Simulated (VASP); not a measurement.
BaS, 2 atoms in the cell. The structure is tetragonal, space group I4/mmm (No. 139). Conventional cell: a = 4.652 Å, b = 4.652 Å, c = 6.388 Å, α = 90.00°, β = 90.00°, γ = 90.00°. Ba (site symmetry 4/mmm) has 6 S at 3.19 to 3.29 Å within 4.2 Å. Within 4.2 Å of S (site symmetry 4/mmm) lie 6 Ba at 3.19 to 3.29 Å.  This cell differs from its parent crystal: equal xx and yy strain of +3 %.

```yaml
Program: VASP 6.6.1
Task: single point
Functional: PBE
Potentials_or_basis: VASP PAW PBE potentials, release 64 (Ba_sv, S)
Cutoff: 520 eV
k_mesh: 8 × 8 × 8
Occupations: fermi-dirac, width 0.02 eV
Spin: no spin polarisation
Dipole_correction: no
Further_INCAR_settings: ALGO = Normal; EDIFF = 1e-07; NBANDS = 15
```

Potentials or basis: VASP PAW PBE potentials, release 64 (Ba_sv, S).

Launch:

```sh
$ cat potpaw_PBE.64/Ba_sv/POTCAR potpaw_PBE.64/S/POTCAR > POTCAR
$ mpirun -np 1 vasp_std > vasp.out
```

Hardware: 1 thread of Intel Xeon 8259CL, on a shared host.

Task: Estimate the wall time of this run.

Result: Run time: 100 s on 1 thread of Intel Xeon 8259CL (shared host), peak memory 0.24 GiB. Counts: scf iterations 15, k points 59.
